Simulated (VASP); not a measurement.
# SiO2 (I-42d) in VASP: further runs, part 2 of 2

VASP 6.6.1.

## 3. Single point, LDA

Contents of INCAR:

```
  ALGO = Normal
  EDIFF = 1E-6
  ENCUT = 520
  GGA = CA
  ISIF = 2
  ISMEAR = 0
  LASPH = T
  LCHARG = F
  LREAL = F
  LWAVE = F
  NBANDS = 25
  NELM = 80
  PREC = Accurate
  SIGMA = 0.01
```

Contents of KPOINTS:

```
k-points
0
Gamma
  6 6 6
```

Contents of POSCAR:

```
SiO2
1.0
   -2.3740500000      2.3740500000      3.7440000000
    2.3740500000     -2.3740500000      3.7440000000
    2.3740500000      2.3740500000     -3.7440000000
Si O
2 4
Direct
    0.0000000000      0.0000000000      0.0000000000
    0.7500000000      0.2500000000      0.5000000000
    0.9983800000      0.6250000000      0.8733800000
    0.3750000000      0.2483800000      0.3733800000
    0.7516200000      0.1250000000      0.1266200000
    0.8750000000      0.0016200000      0.6266200000
```

Potentials or basis: VASP PAW LDA potentials, release 64 (Si, O).

On the command line:

```bash
cat potpaw_LDA.64/Si/POTCAR potpaw_LDA.64/O/POTCAR > POTCAR
mpirun -np 1 vasp_std > vasp.out
```

OUTCAR:

```text
EDIFF = 1E-6
   ENCUT = 520
   GGA = CA
   ISIF = 2
   ISMEAR = 0
   LASPH = T
   LREAL = F
   NELM = 80
   PREC = Accurate

 ion  position               nearest neighbor table
   1  0.000  0.000  0.000-   3 1.62   4 1.62   5 1.62   6 1.62   2 3.02   2 3.02   2 3.02   2 3.02

   2  0.750  0.250  0.500-   3 1.62   4 1.62   5 1.62   6 1.62   1 3.02   1 3.02   1 3.02   1 3.02

   3  0.998  0.625  0.873-   1 1.62   2 1.62
   4  0.375  0.248  0.373-   1 1.62   2 1.62
   5  0.752  0.125  0.127-   1 1.62   2 1.62
   6  0.875  0.002  0.627-   1 1.62   2 1.62

  LATTYP: Found a body centered tetragonal cell.
 ALAT       =     4.7481000000
 C/A-ratio  =     1.5770518734

  Lattice vectors:

 A1 = (  -2.3740500000,   2.3740500000,   3.7440000000)
 A2 = (   2.3740500000,  -2.3740500000,   3.7440000000)
 A3 = (   2.3740500000,   2.3740500000,  -3.7440000000)

Analysis of symmetry for initial positions (statically):
=====================================================================
 Subroutine PRICEL returns:
 Original cell was already a primitive cell.

 Routine SETGRP: Setting up the symmetry group for a
 body centered tetragonal supercell.

 Subroutine GETGRP returns: Found  8 space group operations
 (whereof  4 operations were pure point group operations)
 out of a pool of 16 trial point group operations.

The static configuration has the point symmetry S_4 .
 The point group associated with its full space group is D_2d.

Analysis of symmetry for dynamics (positions and initial velocities):
=====================================================================
 Subroutine PRICEL returns:
 Original cell was already a primitive cell.

 Routine SETGRP: Setting up the symmetry group for a
 body centered tetragonal supercell.

[... 126 lines left out ...]
   EMIN   =  10.00;   EMAX   =-10.00  energy-range for DOS
   EFERMI =   0.00;   METHOD = LEGACY
   ISMEAR =     0;   SIGMA  =   0.01  broadening in eV -4-tet -1-fermi 0-gaus
   EFERMI_NEDOS =   21; number of points for ismear=-14 and -15
   IALGO  =     38    algorithm
   IMIX   =      4    mixing-type and parameters
     AMIX     =   0.40;   BMIX     =  1.00
     AMIX_MAG =   1.60;   BMIX_MAG =  1.00
  volume/ion in A,a.u.               =      14.07        94.93
  Fermi-wavevector in a.u.,A,eV,Ry     =   1.184858  2.239057 19.101062  1.403888
  Thomas-Fermi vector in A             =   2.321064
   LORBIT       =      0    0 simple, 1 ext, 2 COOP (PROOUT), +10 PAW based schemes
   GGA     = CA    functional components
   LHFCALC =     F    Hartree Fock is set to
   AEXX    =    0.0000 exact exchange contribution
   IVDW    =     0    specifies the selected vdW correction
   LEPSILON=     F    determine dielectric tensor
   LRPA    =     F    only Hartree local field effects (RPA)
 non-spin polarized calculation
 Gauss-broadening in eV      SIGMA  =   0.01
  energy-cutoff  :      520.00
  volume of cell :       84.41
 maximum number of plane-waves:      2317
 NGX is ok and might be reduce to    40
   NGX = 19   NGY = 19   NGZ = 19

 number of electron      32.0000013 magnetization

 Free energy of the ion-electron system (eV)
  ---------------------------------------------------
  ext. energy  EPLUGINS =         0.00000000
  ---------------------------------------------------
  free energy    TOTEN  =       -51.82313010 eV

  energy without entropy =      -51.82313010  energy(sigma->0) =      -51.82313010

 E-fermi :  -0.2694     XC(G=0):  -9.1268

 val. band max:       -0.3764647668   @ k =   0.0000   0.0000   0.0000
 cond. band min:       5.4405507158   @ k =   0.0000   0.0000   0.0000
 fundamental gap:      5.8170154826
 Fermi energy:        -0.2694378858

 k-point     1 :       0.0000    0.0000    0.0000
  band No.  band energies     occupation
      1     -19.2365      2.00000
      2     -17.0455      2.00000
      3     -17.0237      2.00000
      4     -17.0237      2.00000
      5      -9.2171      2.00000
      6      -5.6938      2.00000
[... 661 lines left out ...]
     24      12.9045      0.00000
     25      13.4353      0.00000

 [... further k-points ...]
[... 5 lines left out ...]
  --------------------------------------------------------------------------------------
  -------------------------------------------------------------------------------------
  Total       -0.9013360     -0.9013360     -1.9098999      0.0000000      0.0000000      0.0000000
  in kB      -17.1088866    -17.1088866    -36.2531411      0.0000000      0.0000000      0.0000000
  external PRESSURE =     -23.4903048 kB  Pullay stress =       0.0000000 kB

 VOLUME and BASIS-vectors are now :
 -----------------------------------------------------------------------------
  energy-cutoff  :      520.00
  volume of cell :       84.41
      direct lattice vectors                 reciprocal lattice vectors
    -2.374050000  2.374050000  3.744000000     0.000000000  0.210610560  0.133547009
     2.374050000 -2.374050000  3.744000000     0.210610560  0.000000000  0.133547009
     2.374050000  2.374050000 -3.744000000     0.210610560  0.210610560  0.000000000

 POSITION                                       TOTAL-FORCE (eV/Angst)
 -----------------------------------------------------------------------------------
      0.00000      0.00000      0.00000        -0.000000     -0.000000      0.000000
      0.00000      2.37405      1.87200        -0.000000     -0.000000     -0.000000
      1.18702      2.95987      2.80800        -0.000000     -0.252393      0.000000
      0.58582      1.18702      0.93600        -0.252393     -0.000000      0.000000
     -1.18702      1.78823      2.80800        -0.000000      0.252393     -0.000000
     -0.58582      3.56107      0.93600         0.252393     -0.000000     -0.000000
 -----------------------------------------------------------------------------------
    total drift:                                0.000002      0.000002      0.000003

  FREE ENERGIE OF THE ION-ELECTRON SYSTEM (eV)
  ---------------------------------------------------
  free  energy   TOTEN  =       -51.8231301045 eV

  energy  without entropy=      -51.8231301045  energy(sigma->0) =      -51.82313010
```

OSZICAR:

```text
N       E                     dE             d eps       ncg     rms          rms(c)
DAV:   1     0.162091642438E+03    0.16209E+03   -0.16107E+04  1500   0.114E+03
DAV:   2    -0.473232713709E+02   -0.20941E+03   -0.20080E+03  2021   0.271E+02
DAV:   3    -0.582516716904E+02   -0.10928E+02   -0.10885E+02  2013   0.632E+01
DAV:   4    -0.583576743334E+02   -0.10600E+00   -0.10596E+00  1824   0.710E+00
DAV:   5    -0.583590025939E+02   -0.13283E-02   -0.13279E-02  2021   0.783E-01    0.207E+01
DAV:   6    -0.519858487253E+02    0.63732E+01   -0.20217E+01  1831   0.283E+01    0.107E+01
DAV:   7    -0.518948500057E+02    0.90999E-01   -0.67931E-01  1882   0.454E+00    0.364E+00
DAV:   8    -0.518333657748E+02    0.61484E-01   -0.41113E-02  1954   0.162E+00    0.137E+00
DAV:   9    -0.518226757910E+02    0.10690E-01   -0.13462E-02  1989   0.892E-01    0.214E-01
DAV:  10    -0.518231358201E+02   -0.46003E-03   -0.10275E-03  1827   0.198E-01    0.770E-02
DAV:  11    -0.518231312839E+02    0.45361E-05   -0.25822E-04  1934   0.111E-01    0.142E-02
DAV:  12    -0.518231297323E+02    0.15517E-05   -0.10797E-05  1901   0.221E-02    0.483E-03
DAV:  13    -0.518231301045E+02   -0.37220E-06   -0.20130E-06  1631   0.901E-03
   1 F= -.51823130E+02 E0= -.51823130E+02  d E =-.934602E-54
```

stdout:

```text
POSCAR found type information on POSCAR SiO
 POSCAR found :  2 types and       6 ions
 scaLAPACK will be used
 LDA part: xc-table for (Slater(with rela. corr.)+CA(PZ))
 , standard interpolation
 POSCAR, INCAR and KPOINTS ok, starting setup
 FFT: planning ... GRIDC
 FFT: planning ... GRID_SOFT
 FFT: planning ... GRID
 WAVECAR not read
 entering main loop
```

It took 45 s on 1 thread of AMD EPYC 9R45 (Zen 5), shared host; peak memory 0.18 GiB.

Results:

* Free energy: -51.8231 eV
* Pressure: -2.3 GPa
* Largest force: 0.252 eV/Å
* Band gap on the k mesh: 5.82 eV, direct

Forces in eV/Å, atoms in the order of the input:
```
Si   0.000  0.000  0.000
Si   0.000  0.000  0.000
O    0.000 -0.252  0.000
O   -0.252  0.000  0.000
O    0.000  0.252  0.000
O    0.252  0.000  0.000
```

Stress tensor (GPa, compression positive):
```
-1.71  0.00  0.00
 0.00 -1.71  0.00
 0.00  0.00 -3.63
```

Levels at points of the mesh, in eV from the valence-band top:
| k point | band 12 | band 13 | band 14 | band 15 | band 16 | band 17 | band 18 | band 19 | band 20 | band 21 |
| --- | --- | --- | --- | --- | --- | --- | --- | --- | --- | --- |
| (0.00, 0.00, 0.00) | -1.37 | -1.34 | -1.02 | 0.00 | 0.00 | 5.82 | 8.42 | 11.06 | 11.06 | 11.16 |
| (0.50, 0.00, 0.00) | -1.47 | -1.28 | -0.68 | -0.28 | -0.18 | 8.20 | 8.94 | 9.76 | 9.98 | 10.92 |
| (0.50, 0.50, 0.00) | -1.91 | -0.75 | -0.75 | -0.23 | -0.23 | 9.24 | 9.24 | 9.92 | 9.92 | 11.06 |
| (0.50, 0.50, 0.50) | -1.95 | -1.50 | -1.50 | -0.11 | -0.11 | 8.78 | 8.78 | 9.45 | 9.45 | 12.01 |
